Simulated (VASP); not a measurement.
BN, 32 atoms in the cell. Symmetry: F-43m, No. 216, cubic system. Conventional cell: a = 3.624 Å, b = 3.624 Å, c = 3.624 Å, α = 90.00°, β = 90.00°, γ = 90.00°. B (site symmetry -43m) has 4 N at 1.57 Å within 2.1 Å. Within 2.1 Å of N (site symmetry -43m) lie 4 B at 1.57 Å. 

```yaml
Program: VASP 6.6.1
Task: single point
Functional: PBE
Potentials_or_basis: VASP PAW PBE potentials, release 64 (B, N)
Cutoff: 700 eV
k_mesh: 1 × 1 × 1, shifted
Occupations: fermi-dirac, width 0.01 eV
Spin: no spin polarisation
Dipole_correction: no
Mended: yes
Further_INCAR_settings: LREAL = Auto; ALGO = Normal; EDIFF = 1e-06; NBANDS = 86; ISYM = -1
```

Potentials or basis: VASP PAW PBE potentials, release 64 (B, N).

Launch:

```bash
$ cat potpaw_PBE.64/B/POTCAR potpaw_PBE.64/N/POTCAR > POTCAR
$ mpirun -np 1 vasp_std > vasp.out
```

Hardware: 1 thread of Intel(R) Xeon(R) Platinum 8559C (Emerald Rapids), on a shared host.

Question: How long does it take, and how much memory?

Answer: Run time: 68 s on 1 thread of Intel(R) Xeon(R) Platinum 8559C (Emerald Rapids), with other jobs on the host, peak memory 0.37 GiB. Counts: scf iterations 14, k points 1.
